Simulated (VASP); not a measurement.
## BeS: relaxation of cell and atoms with LDA

Crystal: BeS.

```
Be S
1.0
     0.00000    2.39817    2.39817
     2.39817    0.00000    2.39817
     2.39817    2.39817    0.00000
Be S
1 1
Direct
  0.00000 0.00000 0.00000
  0.75000 0.75000 0.75000
```

| Item | Value |
| --- | --- |
| Program | VASP 6.6.1 |
| Task | relaxation of cell and atoms |
| Functional | LDA |
| Potentials or basis | VASP PAW LDA potentials, release 64 (Be, S) |
| Cutoff | 600 eV |
| k mesh | 10 × 10 × 10 |
| Occupations | gaussian, width 0.01 eV |
| Spin | no spin polarisation |
| Target pressure | 4 GPa |
| Dipole correction | no |
| Further INCAR settings | ALGO = Normal; EDIFF = 1e-06; IBRION = 2; EDIFFG = -0.002; NSW = 100; ISIF = 3 |

The relaxed volume is 13.30 Å³/atom, the relaxed cell is a = 3.351 Å, b = 3.351 Å, c = 3.351 Å, α = 60.00°, β = 60.00°, γ = 60.00° and the space group after relaxing (to 0.05 Å) is F-43m (No. 216). The energy change on relaxing (the enthalpy is what falls) is +6.0 meV/atom, the ionic steps are 3 and the pressure after relaxing is 4.0 GPa. The band gap on the k mesh is 2.75 eV, indirect (least direct gap 5.51 eV).

Step by step:
| step | energy change (eV) | largest force (eV/Å) | pressure (GPa) | volume (Å³) |
| --- | --- | --- | --- | --- |
| 1 | 0.0000 | 0.0000 | 0.06 | 27.58 |
| 2 | 0.0227 | 0.0000 | 5.62 | 26.25 |
| 3 | 0.0120 | 0.0000 | 3.99 | 26.61 |

Final structure:
```xyz
2
Lattice="0.0000 2.3695 2.3695 2.3695 0.0000 2.3695 2.3695 2.3695 0.0000" Properties=species:S:1:pos:R:3 pbc="T T T"
Be    0.0000    0.0000    0.0000
S     3.5543    3.5543    3.5543
```

Levels at points of the mesh, in eV from the valence-band top:
| k point | band 2 | band 3 | band 4 | band 5 | band 6 | band 7 |
| --- | --- | --- | --- | --- | --- | --- |
| (0.00, 0.00, 0.00) | 0.00 | 0.00 | 0.00 | 5.51 | 5.51 | 5.51 |
| (0.50, 0.00, 0.00) | -6.31 | -1.15 | -1.15 | 5.62 | 6.41 | 6.41 |
| (0.50, 0.50, 0.00) | -5.40 | -2.92 | -2.92 | 2.75 | 4.74 | 13.18 |

Wall time 34 s on 1 thread of Intel Xeon 8259CL (shared host), peak memory 0.14 GiB.

Caveat: the cell is relaxed towards a set pressure, so the enthalpy falls and the energy may rise. A k mesh can miss the band edges.
